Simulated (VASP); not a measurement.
Ag, 2 atoms in the cell. The structure is hexagonal, space group P6_3/mmc (No. 194). The conventional cell has a = 2.987 Å, b = 2.987 Å, c = 4.884 Å, α = 90.00°, β = 90.00°, γ = 120.00°. Within 3.9 Å of Ag (site symmetry -6m2) lie 12 Ag at 2.99 Å.  This cell differs from its parent crystal: volume scaled by 1.06.

```yaml
Program: VASP 6.6.1
Task: single point
Functional: LDA
Potentials_or_basis: VASP PAW LDA potentials, release 64 (Ag)
Cutoff: 520 eV
k_mesh: 10 × 10 × 6
Occupations: fermi-dirac, width 0.05 eV
Spin: no spin polarisation
Dipole_correction: no
Further_INCAR_settings: ALGO = Normal; EDIFF = 1e-06; NBANDS = 18
```

Potentials or basis: VASP PAW LDA potentials, release 64 (Ag).

The run is started by

```console
$ cat potpaw_LDA.64/Ag/POTCAR > POTCAR
$ mpirun -np 1 vasp_std > vasp.out
```

Hardware: 1 thread of Intel Xeon 8259CL, with other jobs on the host.

Q: How long does it take, and how much memory?

A: Run time: 31 s on 1 thread of Intel Xeon 8259CL (shared host), peak memory 0.16 GiB. Counts: scf iterations 10, k points 56.
